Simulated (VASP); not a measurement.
Set up this calculation in VASP 6.6.1, as the native input.

```
Task                   : relaxation of cell and atoms
Functional             : PBE
Potentials or basis    : VASP PAW PBE potentials, release 64 (Hf_pv, H)
Cutoff                 : 600 eV
k mesh                 : 5 × 5 × 5
Occupations            : gaussian, width 0.2 eV
Spin                   : no spin polarisation
Dipole correction      : no
Further INCAR settings : ALGO = Normal; EDIFF = 1e-06; IBRION = 2; EDIFFG = -0.08; NSW = 36; ISIF = 3
```

The structure of Hf3H4 lies in POSCAR:

```
Hf3H4
1.0
   -2.2092622700      3.0206356900      3.3978688700
    2.2092622700     -3.0206356900      3.3978688700
    2.2092622700      3.0206356900     -3.3978688700
Hf H
3 4
Direct
    0.3331205000      0.5000000000      0.8331205000
    0.6668795000      0.5000000000      0.1668795000
    0.0000000000      0.5000000000      0.5000000000
    0.4418243000      0.2197487400      0.2220755500
    0.5581757000      0.7802512600      0.7779244500
    0.0023268100      0.7802512600      0.2220755500
    0.9976731900      0.2197487400      0.7779244500
```

The cell was generated, and may not be a known phase.

One way to write it, as run:

INCAR

```
SYSTEM = Hf3H4
PREC = Accurate
ENCUT = 600
EDIFF = 1E-6
ISMEAR = 0
SIGMA = 0.2
LREAL = .FALSE.
LASPH = .TRUE.
NELM = 100
ALGO = Normal
ISIF = 3
LWAVE = .FALSE.
LCHARG = .FALSE.
GGA = PE
IBRION = 2
NSW = 36
EDIFFG = -0.08
```

KPOINTS

```
Automatic mesh
0
G
  5 5 5
  0 0 0
```

Potentials or basis: VASP PAW PBE potentials, release 64 (Hf_pv, H).

Command:

```bash
$ cat potpaw_PBE.64/Hf_pv/POTCAR potpaw_PBE.64/H/POTCAR > POTCAR
$ mpirun -np 1 vasp_std > vasp.out
```

It gave:

```
Relaxed volume                        : 11.19 Å³/atom
Relaxed cell                          : a = 5.541 Å, b = 5.541 Å, c = 5.541 Å, α = 147.10°, β = 69.49°, γ = 120.71°
Space group after relaxing (to 0.1 Å) : Immm (No. 71)
Energy gained by relaxing             : 2416.0 meV/atom
Ionic steps                           : 21
Pressure after relaxing               : 0.2 GPa
Largest force after relaxing          : 0.022 eV/Å
Band gap on the k mesh                : zero (bands 17 and 18 overlap by 0.69 eV)
```

Caveat: spin-orbit coupling is left out, which moves the levels of the heavy elements.

Wall time 20 min on 1 thread of Intel Xeon 8259CL, on a shared host, peak memory 0.28 GiB.
